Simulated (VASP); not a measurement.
Input of a VASP 6.6.1 run:

The input INCAR:

```
SYSTEM = AlGeS6
PREC = Accurate ; ENCUT = 520
EDIFF = 1E-6 ; ISMEAR = 0
SIGMA = 0.1 ; LREAL = .FALSE.
LASPH = .TRUE. ; NELM = 100
ALGO = Normal ; ISIF = 2
LWAVE = .FALSE. ; LCHARG = .FALSE.
GGA = PE ; NBANDS = 36
```

The input KPOINTS:

```
regular mesh
0
G
  4 4 4
  0 0 0
```

The input POSCAR:

```
AlGeS6
1.0
    0.0000000000      4.0740347706      4.0740347706
    4.0740347706      0.0000000000      4.0740347706
    4.0740347706      4.0740347706      0.0000000000
Al Ge S
1 1 6
Direct
    0.5000000000      0.5000000000      0.5000000000
    0.0000000000      0.0000000000      0.0000000000
    0.5000000000      0.0000000000      0.0000000000
    0.0000000000      0.5000000000      0.5000000000
    0.0000000000      0.5000000000      0.0000000000
    0.5000000000      0.0000000000      0.5000000000
    0.0000000000      0.0000000000      0.5000000000
    0.5000000000      0.5000000000      0.0000000000
```

Potentials or basis: VASP PAW PBE potentials, release 64 (Al, Ge_d, S).

Launch:

```sh
$ cat potpaw_PBE.64/Al/POTCAR potpaw_PBE.64/Ge_d/POTCAR potpaw_PBE.64/S/POTCAR > POTCAR
$ mpirun -np 1 vasp_std > vasp.out
```

Question: Estimate the band gap on the k mesh.

Answer: Zero (an odd number of electrons rules out a gap without spin polarisation).

Question: Estimate the pressure.

Answer: -0.1 GPa.
